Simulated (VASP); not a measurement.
Set up this calculation in VASP 6.6.1, as the native input.

* Task: single point
* Functional: HSE06
* Potentials or basis: VASP PAW PBE potentials, release 64 (C)
* Cutoff: 520 eV
* k mesh: 8 × 8 × 4
* Occupations: fermi-dirac, width 0.05 eV
* Spin: no spin polarisation
* Dipole correction: no
* Grid for exact exchange (PRECFOCK): Normal
* Further INCAR settings: ALGO = Normal; EDIFF = 1e-06; NBANDS = 11
* Screening parameter: 0.2079 1/Å

Crystal: C.

```xyz
2
Lattice="2.1553 -1.2444 0.0000 2.1553 1.2444 0.0000 -1.3972 0.0000 3.5489" Properties=species:S:1:pos:R:3 pbc="T T T"
C    -0.6787    0.0000    3.5486
C     3.5922    0.0000    0.0003
```

The input as run:

POSCAR

```
C
1.0
    2.1553145742     -1.2444459046      0.0000000000
    2.1553145742      1.2444459046      0.0000000000
   -1.3972173651      0.0000000000      3.5489252341
C
2
Direct
    0.1666444700      0.1666444700      0.9999069600
    0.8333555300      0.8333555300      0.0000930400
```

INCAR.step1

```
  PREC = Accurate
  ENCUT = 520
  EDIFF = 1E-5
  ISMEAR = -1
  SIGMA = 0.05
  LREAL = False
  LASPH = True
  NELM = 100
  ALGO = Normal
  ISIF = 2
  LWAVE = True
  LCHARG = False
  GGA = PE
  NBANDS = 11
```

INCAR.step2

```
  PREC = Accurate
  ENCUT = 520
  EDIFF = 1E-6
  ISMEAR = -1
  SIGMA = 0.05
  LREAL = False
  LASPH = True
  NELM = 100
  ALGO = Normal
  ISIF = 2
  LWAVE = False
  LCHARG = False
  GGA = PE
  LHFCALC = True
  HFSCREEN = 0.2079
  PRECFOCK = Normal
  ISTART = 1
  NBANDS = 11
```

KPOINTS

```
Automatic mesh
0
Gamma
  8 8 4
```

Potentials or basis: VASP PAW PBE potentials, release 64 (C).

The run is started by

```bash
$ cat potpaw_PBE.64/C/POTCAR > POTCAR
$ cp INCAR.step1 INCAR
$ mpirun -np 1 vasp_std > vasp.out
$ cp INCAR.step2 INCAR
$ mpirun -np 1 vasp_std > vasp.out
```

It gave:

```yaml
Pressure: -11.4 GPa
Largest_force: 0.008 eV/Å
Band_gap_on_the_k_mesh: 2.02 eV, direct
```

Caveat: the k points lie up to 0.44 Å⁻¹ apart; the PAW data sets were made with another functional, which shifts forces and pressure a little; this functional lacks dispersion, which binds the layers, so the pressure and a relaxed spacing across them are unreliable.

It took 49 min on 1 thread of AMD EPYC 7571, on a shared host, peak memory 0.21 GiB.
